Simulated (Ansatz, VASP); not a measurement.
**TaS2: VASP beside Ansatz**

```
CELL_PARAMETERS angstrom
3.35000 0.00000 0.00000
-1.67500 2.90119 0.00000
0.00000 0.00000 17.93000
ATOMIC_POSITIONS crystal
Ta 0.00000 0.00000 0.50056
S 0.66667 0.33333 0.41829
S 0.33333 0.66667 0.58171
```

Alike in both runs: task single point; functional PBE; k mesh 9 × 9 × 1; occupations gaussian, width 0.02 eV; no spin polarisation.

|  | VASP | Ansatz |
| --- | --- | --- |
| version | VASP 6.6.1 | Ansatz 0.2.0 |
| potentials or method | VASP PAW PBE potentials, release 64 (Ta_pv, S), cutoff 400 eV | all-electron LAPW, scalar-relativistic |

|  | VASP | Ansatz | Ansatz less VASP |
| --- | --- | --- | --- |
| gap on the k mesh at the Fermi level (eV) | none | none | - |
| rms of the force components (eV/Å) | 0.655 | 0.646 | -0.0096 |

Atom by atom the forces differ by 0.010 eV/Å (rms over components). A gap of «none» marks a metal or a gap that the smearing closes. Ansatz ran all-electron here, and VASP with PAW potentials.

Neither program's run includes spin-orbit coupling.
